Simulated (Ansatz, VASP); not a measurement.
O in VASP and in Ansatz

The input INCAR:

```
  ALGO = Normal
  EDIFF = 1E-6
  ENCUT = 520
  GGA = PS
  ISIF = 2
  ISMEAR = 0
  LASPH = True
  LCHARG = False
  LREAL = False
  LWAVE = False
  NBANDS = 20
  NELM = 100
  PREC = Accurate
  SIGMA = 0.05
```

Contents of KPOINTS:

```
k-points
0
Gamma
  6 6 6
```

The input POSCAR:

```
O
1.0
    3.8922577200      0.0000000000      0.0000000000
    0.0000000000      3.7894570000      0.0000000000
   -0.9966562300      0.0000000000      2.9829488369
O
4
Direct
    0.3329660000      0.6941230000      0.6812950000
    0.6670340000      0.6941230000      0.8187050000
    0.6670340000      0.3058770000      0.3187050000
    0.3329660000      0.3058770000      0.1812950000
```

Input for Ansatz:

```yaml
crystal:
  lattice:
    - [3.89225772, 0.0, 0.0]
    - [0.0, 3.789457, 0.0]
    - [-0.99665623, 0.0, 2.9829488369]
  atoms:
    - { symbol: O, position: [0.332966, 0.694123, 0.681295] }
    - { symbol: O, position: [0.667034, 0.694123, 0.818705] }
    - { symbol: O, position: [0.667034, 0.305877, 0.318705] }
    - { symbol: O, position: [0.332966, 0.305877, 0.181295] }
basis:
  ecutwfc: 520.0
kpoints:
  mp_grid:
    grid: [6, 6, 6]
hamiltonian:
  xc: pbesol
scf:
  occupations:
    method: gaussian
    width: 0.05
output:
  stress: true
```

Alike in both runs: task single point; functional PBEsol; k mesh 6 × 6 × 6; occupations gaussian, width 0.05 eV; no spin polarisation.

|  | VASP | Ansatz |
| --- | --- | --- |
| version | VASP 6.6.1 | Ansatz 0.2.0 |
| potentials or method | VASP PAW PBE potentials, release 64 (O), cutoff 520 eV | plane waves, PAW |
| valence electrons in the cell | 24 | 24 |

|  | VASP | Ansatz | Ansatz less VASP |
| --- | --- | --- | --- |
| pressure (GPa) | -2.2 | -5.2 | -3.07 |
| traceless stress, the component that is largest in VASP (GPa) | -1.77 | 0.50 | +2.270 |

VASP's potentials were made for PBE, not for PBEsol.

Noted on VASP's run: the standard files for N, O and F lose accuracy on very short bonds; spin is off for a triplet molecule.
